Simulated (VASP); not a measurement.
# NbH2 (Fm-3m) in VASP: a series of runs

NbH2 is run at these levels: PBEsol; tasks: single point.

Everything below comes from runs of VASP 6.6.1. Logs are shortened: lines on timing, memory, paths and dates and some standing lists are left out, and cuts for length are marked.

## (1) The cell of the first run

It takes space group Fm-3m (No. 225, cubic). The conventional cell has a = 4.518 Å, b = 4.518 Å, c = 4.518 Å, α = 90.00°, β = 90.00°, γ = 90.00°. Nb (site symmetry m-3m) has 8 H at 1.96 Å within 2.6 Å. Within 2.6 Å of H (site symmetry -43m) lie 4 Nb at 1.96 Å and 6 H at 2.26 Å.

## (2) Single point, PBEsol

INCAR reads:

```
SYSTEM = NbH2
PREC = Accurate ; ENCUT = 520
EDIFF = 1E-7 ; ISMEAR = 0
SIGMA = 0.1 ; LREAL = .FALSE.
LASPH = .TRUE. ; NELM = 100
ALGO = Normal ; ISIF = 2
LWAVE = .FALSE. ; LCHARG = .FALSE.
GGA = PS ; NBANDS = 14
```

KPOINTS reads:

```
regular mesh
0
G
  16 16 16
  0 0 0
```

POSCAR reads:

```
NbH2
1.0
    0.0000000000      2.2589758076      2.2589758076
    2.2589758076      0.0000000000      2.2589758076
    2.2589758076      2.2589758076      0.0000000000
Nb H
1 2
Direct
    0.0000000000      0.0000000000      0.0000000000
    0.2500000000      0.2500000000      0.2500000000
    0.7500000000      0.7500000000      0.7500000000
```

Potentials or basis: VASP PAW PBE potentials, release 64 (Nb_sv, H).

On the command line:

```
cat potpaw_PBE.64/Nb_sv/POTCAR potpaw_PBE.64/H/POTCAR > POTCAR
mpirun -np 1 vasp_std > vasp.out
```

OUTCAR:

```text
SYSTEM = NbH2
   PREC = Accurate
   ENCUT = 520
   EDIFF = 1E-7
   ISMEAR = 0
   LREAL = .FALSE.
   LASPH = .TRUE.
   NELM = 100
   ISIF = 2
   GGA = PS

 ion  position               nearest neighbor table
   1  0.000  0.000  0.000-   3 1.96   3 1.96   3 1.96   2 1.96   2 1.96   2 1.96   3 1.96   2 1.96

   2  0.250  0.250  0.250-   1 1.96   1 1.96   1 1.96   1 1.96
   3  0.750  0.750  0.750-   1 1.96   1 1.96   1 1.96   1 1.96

  LATTYP: Found a face centered cubic cell.
 ALAT       =     4.5179516152

  Lattice vectors:

 A1 = (   0.0000000000,   2.2589758076,   2.2589758076)
 A2 = (   2.2589758076,   0.0000000000,   2.2589758076)
 A3 = (   2.2589758076,   2.2589758076,   0.0000000000)

Analysis of symmetry for initial positions (statically):
=====================================================================
 Subroutine PRICEL returns:
 Original cell was already a primitive cell.

 Routine SETGRP: Setting up the symmetry group for a
 face centered cubic supercell.

 Subroutine GETGRP returns: Found 48 space group operations
 (whereof 48 operations were pure point group operations)
 out of a pool of 48 trial point group operations.

The static configuration has the point symmetry O_h .

Analysis of symmetry for dynamics (positions and initial velocities):
=====================================================================
 Subroutine PRICEL returns:
 Original cell was already a primitive cell.

 Routine SETGRP: Setting up the symmetry group for a
 face centered cubic supercell.

 Subroutine GETGRP returns: Found 48 space group operations
 (whereof 48 operations were pure point group operations)
 out of a pool of 48 trial point group operations.

The dynamic configuration has the point symmetry O_h .

 Subroutine INISYM returns: Found 48 space group operations
 (whereof 48 operations are pure point group operations),
 and found     1 'primitive' translations

----------------------------------------------------------------------------------------

                                     Primitive cell

  volume of cell :      23.0550

  direct lattice vectors                    reciprocal lattice vectors
     0.000000000  2.258975808  2.258975808    -0.221339245  0.221339245  0.221339245
     2.258975808  0.000000000  2.258975808     0.221339245 -0.221339245  0.221339245
     2.258975808  2.258975808  0.000000000     0.221339245  0.221339245 -0.221339245

  length of vectors
     3.194674224  3.194674224  3.194674224     0.383370818  0.383370818  0.383370818

  position of ions in fractional coordinates (direct lattice)
     0.000000000  0.000000000  0.000000000
     0.250000000  0.250000000  0.250000000
     0.750000000  0.750000000  0.750000000
[... 94 lines left out ...]
   EFERMI_NEDOS =   21; number of points for ismear=-14 and -15
   IALGO  =     38    algorithm
   IMIX   =      4    mixing-type and parameters
     AMIX     =   0.40;   BMIX     =  1.00
     AMIX_MAG =   1.60;   BMIX_MAG =  1.00
  volume/ion in A,a.u.               =       7.68        51.86
  Fermi-wavevector in a.u.,A,eV,Ry     =   1.418569  2.680706 27.379505  2.012337
  Thomas-Fermi vector in A             =   2.539680
   LORBIT       =      0    0 simple, 1 ext, 2 COOP (PROOUT), +10 PAW based schemes
   GGA     = PS    functional components
   LHFCALC =     F    Hartree Fock is set to
   AEXX    =    0.0000 exact exchange contribution
   IVDW    =     0    specifies the selected vdW correction
   LEPSILON=     F    determine dielectric tensor
   LRPA    =     F    only Hartree local field effects (RPA)
 non-spin polarized calculation
 Gauss-broadening in eV      SIGMA  =   0.10
  energy-cutoff  :      520.00
  volume of cell :       23.05
 maximum number of plane-waves:       636
   NGX = 11   NGY = 11   NGZ = 11

 number of electron      14.9999998 magnetization

 Free energy of the ion-electron system (eV)
  ---------------------------------------------------
  ext. energy  EPLUGINS =         0.00000000
  ---------------------------------------------------
  free energy    TOTEN  =       -18.50420287 eV

  energy without entropy =      -18.49993979  energy(sigma->0) =      -18.50207133

 E-fermi :  10.2321     XC(G=0): -12.3096

 val. band max:       10.2164162649   @ k =  -0.2500   0.2500   0.0625
 cond. band min:      10.2409238364   @ k =   0.5000   0.2500   0.0625
 fundamental gap:      0.0245075715
 Fermi energy:        10.2321048739

 k-point     1 :       0.0000    0.0000    0.0000
  band No.  band energies     occupation
      1     -45.0604      2.00000
      2     -20.8317      2.00000
      3     -20.8317      2.00000
      4     -20.8317      2.00000
      5      -0.6272      2.00000
      6       8.8051      2.00000
      7       8.8051      2.00000
      8       8.8051      2.00000
      9       9.1080      2.00000
     10      11.5395      0.00000
     11      11.5395      0.00000
     12      22.6939      0.00000
     13      23.6618      0.00000
     14      23.6618      0.00000
[... 377 lines left out ...]
      1     -45.0507      2.00000
      2     -20.9062      2.00000
      3     -20.8518      2.00000
      4     -20.8368      2.00000
      5      -0.3340      2.00000
      6       6.9660      2.00000
      7       8.9472      2.00000
      8       8.9714      2.00000
      9      11.2956      0.00000
     10      11.2970      0.00000
     11      11.5339      0.00000
     12      20.8514      0.00000
     13      23.8822      0.00000
     14      24.4078      0.00000

 [... further k-points ...]

------------------------ aborting loop because EDIFF is reached ----------------------------------------

  FORCE on cell =-STRESS in cart. coord.  units (eV):
  Direction    XX          YY          ZZ          XY          YZ          ZX
  --------------------------------------------------------------------------------------
  -------------------------------------------------------------------------------------
  Total       -0.0650509     -0.0650509     -0.0650509      0.0000000      0.0000000     -0.0000000
  in kB       -4.5206310     -4.5206310     -4.5206310      0.0000000      0.0000000     -0.0000000
  external PRESSURE =      -4.5206310 kB  Pullay stress =       0.0000000 kB

 VOLUME and BASIS-vectors are now :
 -----------------------------------------------------------------------------
  energy-cutoff  :      520.00
  volume of cell :       23.05
      direct lattice vectors                 reciprocal lattice vectors
     0.000000000  2.258975808  2.258975808    -0.221339245  0.221339245  0.221339245
     2.258975808  0.000000000  2.258975808     0.221339245 -0.221339245  0.221339245
     2.258975808  2.258975808  0.000000000     0.221339245  0.221339245 -0.221339245

 POSITION                                       TOTAL-FORCE (eV/Angst)
 -----------------------------------------------------------------------------------
      0.00000      0.00000      0.00000         0.000000     -0.000000      0.000000
      1.12949      1.12949      1.12949        -0.000000     -0.000000     -0.000000
      3.38846      3.38846      3.38846         0.000000      0.000000      0.000000
 -----------------------------------------------------------------------------------
    total drift:                               -0.000000      0.000000      0.000000

  FREE ENERGIE OF THE ION-ELECTRON SYSTEM (eV)
  ---------------------------------------------------
  free  energy   TOTEN  =       -18.5042028742 eV

  energy  without entropy=      -18.4999397941  energy(sigma->0) =      -18.50207133
```

OSZICAR:

```text
N       E                     dE             d eps       ncg     rms          rms(c)
DAV:   1     0.123353105791E+03    0.12335E+03   -0.78710E+03  4076   0.105E+03
DAV:   2    -0.148576679309E+02   -0.13821E+03   -0.13080E+03  4654   0.377E+02
DAV:   3    -0.196420320722E+02   -0.47844E+01   -0.45896E+01  6022   0.620E+01
DAV:   4    -0.198922562690E+02   -0.25022E+00   -0.24969E+00  5192   0.131E+01
DAV:   5    -0.198995054133E+02   -0.72491E-02   -0.72477E-02  5982   0.199E+00    0.971E+00
DAV:   6    -0.186538773189E+02    0.12456E+01   -0.13805E+00  6360   0.138E+01    0.304E+00
DAV:   7    -0.185060792935E+02    0.14780E+00   -0.34951E-01  6778   0.580E+00    0.799E-01
DAV:   8    -0.185040903290E+02    0.19890E-02   -0.28648E-02  5576   0.207E+00    0.315E-01
DAV:   9    -0.185043100112E+02   -0.21968E-03   -0.30956E-03  6676   0.551E-01    0.755E-02
DAV:  10    -0.185042030664E+02    0.10694E-03   -0.22479E-04  4408   0.127E-01    0.120E-02
DAV:  11    -0.185042044281E+02   -0.13617E-05   -0.15731E-05  5730   0.329E-02    0.633E-03
DAV:  12    -0.185042032127E+02    0.12154E-05   -0.10374E-06  5796   0.122E-02    0.296E-03
DAV:  13    -0.185042028540E+02    0.35870E-06   -0.23476E-07  4488   0.671E-03    0.733E-04
DAV:  14    -0.185042028742E+02   -0.20181E-07   -0.11227E-08  2246   0.111E-03
   1 F= -.18504203E+02 E0= -.18502071E+02  d E =-.426308E-02
```

stdout:

```text
POSCAR found type information on POSCAR NbH
 POSCAR found :  2 types and       3 ions
 scaLAPACK will be used
 -----------------------------------------------------------------------------
|                                                                             |
|                                                                             |
|     You enforced a specific xc type in the INCAR file but a different       |
|     I HOPE YOU KNOW WHAT YOU ARE DOING!                                     |
|                                                                             |
 -----------------------------------------------------------------------------

 LDA part: xc-table for (Slater+PW92), standard interpolation
 POSCAR, INCAR and KPOINTS ok, starting setup
 FFT: planning ... GRIDC
 FFT: planning ... GRID_SOFT
 FFT: planning ... GRID
 WAVECAR not read
 entering main loop
```

It took 15 s on 1 thread of Intel Xeon 6975P-C (Granite Rapids), shared host; peak memory 0.16 GiB.

Results:

```yaml
Free_energy: -18.5042 eV
Pressure: -0.5 GPa
Band_gap_on_the_k_mesh: zero (an odd number of electrons rules out a gap without spin polarisation)
```

Levels at points of the mesh, in eV from the Fermi level:
```csv
k point,band 5,band 6,band 7,band 8,band 9,band 10,band 11,band 12
"(0.00, 0.00, 0.00)",-10.86,-1.43,-1.43,-1.43,-1.12,1.31,1.31,12.46
"(0.50, 0.00, 0.00)",-8.55,-4.93,-1.28,-1.28,2.75,2.75,5.09,6.37
"(0.50, 0.50, 0.00)",-7.70,-4.99,-4.52,2.93,2.99,2.99,7.22,7.22
```

Caveat: the PAW data sets were made with another functional, which shifts forces and pressure a little.

## (3) Single point, PBEsol (equal strain along all axes, cell held: -4.5 %)

INCAR reads:

```
PREC = Accurate
ENCUT = 520
EDIFF = 1E-6
ISMEAR = 0
SIGMA = 0.1
LREAL = False
LASPH = True
NELM = 60
ALGO = Normal
ISIF = 2
LWAVE = False
LCHARG = True
GGA = PS
LELF = True
LVHAR = True
NBANDS = 24
```

KPOINTS reads:

```
regular mesh
0
Gamma
  12 12 8
```

POSCAR reads:

```
NbH2
1.0
    2.1573218962      2.1573218962      0.0000000000
   -2.1573218962      2.1573218962      0.0000000000
    0.0000000000      0.0000000000      4.3146437925
Nb H
2 4
Direct
    0.0000000000      0.0000000000      0.0000000000
    0.5000000000      0.5000000000      0.5000000000
    0.0000000000      0.5000000000      0.7500000000
    0.5000000000      0.0000000000      0.7500000000
    0.5000000000      0.0000000000      0.2500000000
    0.0000000000      0.5000000000      0.2500000000
```

Potentials or basis: VASP PAW PBE potentials, release 64 (Nb_sv, H).

On the command line:

```
cat potpaw_PBE.64/Nb_sv/POTCAR potpaw_PBE.64/H/POTCAR > POTCAR
mpirun -np 1 vasp_std > vasp.out
```

It took 40 s on 1 thread of Intel Xeon 6975P-C (Granite Rapids), shared host; peak memory 0.22 GiB.

The run converged. Its results:

```yaml
Free_energy: -36.4364 eV
Pressure: 34.4 GPa
Band_gap_on_the_k_mesh: zero (bands 15 and 16 overlap by 5.12 eV)
```

Levels at points of the mesh, in eV from the Fermi level:
```
           k point  band 11  band 12  band 13  band 14  band 15  band 16  band 17  band 18  band 19  band 20
(0.00, 0.00, 0.00)    -5.30    -4.84    -1.69    -1.69    -1.69    -1.37     1.58     1.58     3.57     3.67
(0.50, 0.00, 0.00)    -6.81    -6.81    -2.40    -2.40     0.07     0.07     0.70     0.70     4.45     4.45
(0.50, 0.50, 0.00)    -5.30    -5.30    -4.84    -4.84     3.58     3.58     3.67     3.67     3.67     3.67
(0.00, 0.00, 0.50)    -6.87    -6.87    -1.57    -1.57     0.08     0.08     0.08     0.08     2.47     2.47
(0.50, 0.00, 0.50)    -4.84    -4.84    -1.54    -1.54    -1.54    -1.54     3.35     3.35     3.35     3.35
(0.50, 0.50, 0.50)    -7.01    -7.01    -3.87    -3.87     0.38     0.38     3.68     3.68     6.06     6.06
```

Caveat: the cell differs from its parent crystal (equal strain along all axes, cell held: -4.5 %); the cell stands under pressure; the PAW data sets were made with another functional, which shifts forces and pressure a little.

## (4) Single point, PBEsol (equal strain along all axes, cell held: -3.0 %)

INCAR reads:

```
SYSTEM = NbH2
ALGO = Normal ; EDIFF = 1E-6
ENCUT = 520 ; GGA = PS
ISIF = 2 ; ISMEAR = 0
LASPH = .TRUE. ; LCHARG = .FALSE.
LREAL = .FALSE. ; LWAVE = .FALSE.
NBANDS = 24 ; NELM = 60
PREC = Accurate ; SIGMA = 0.1
```

KPOINTS reads:

```
k-points
0
G
  12 12 8
  0 0 0
```

Edit POSCAR of step 3 so:

```diff
@@ -2,5 +2,5 @@
 1.0
-    2.1573218962      2.1573218962      0.0000000000
-   -2.1573218962      2.1573218962      0.0000000000
-    0.0000000000      0.0000000000      4.3146437925
+    2.1912065333      2.1912065333      0.0000000000
+   -2.1912065333      2.1912065333      0.0000000000
+    0.0000000000      0.0000000000      4.3824130667
 Nb H
```

On the command line:

```
cat potpaw_PBE.64/Nb_sv/POTCAR potpaw_PBE.64/H/POTCAR > POTCAR
mpirun -np 1 vasp_std > vasp.out
```

It took 44 s on 1 thread of Intel Xeon 6975P-C (Granite Rapids), shared host; peak memory 0.23 GiB.

The run converged. Its results:

- Free energy: -36.7672 eV
- Pressure: 20.6 GPa
- Band gap on the k mesh: zero (bands 15 and 16 overlap by 4.79 eV)

Levels at points of the mesh, in eV from the Fermi level:
| k point | band 12 | band 13 | band 14 | band 15 | band 16 | band 17 | band 18 | band 19 |
| --- | --- | --- | --- | --- | --- | --- | --- | --- |
| (0.00, 0.00, 0.00) | -4.92 | -1.60 | -1.60 | -1.60 | -1.28 | 1.48 | 1.48 | 3.34 |
| (0.50, 0.00, 0.00) | -6.61 | -2.28 | -2.28 | 0.08 | 0.08 | 0.66 | 0.66 | 4.14 |
| (0.50, 0.50, 0.00) | -5.02 | -4.92 | -4.92 | 3.34 | 3.34 | 3.43 | 3.43 | 3.43 |
| (0.00, 0.00, 0.50) | -6.59 | -1.47 | -1.47 | 0.06 | 0.06 | 0.06 | 0.06 | 2.32 |
| (0.50, 0.00, 0.50) | -4.90 | -1.45 | -1.45 | -1.45 | -1.45 | 3.13 | 3.13 | 3.13 |
| (0.50, 0.50, 0.50) | -6.85 | -3.68 | -3.68 | 0.36 | 0.36 | 3.44 | 3.44 | 5.70 |

Caveat: the cell differs from its parent crystal (equal strain along all axes, cell held: -3.0 %); the cell stands under pressure; the PAW data sets were made with another functional, which shifts forces and pressure a little.

(Continued in part 2 of 2.)
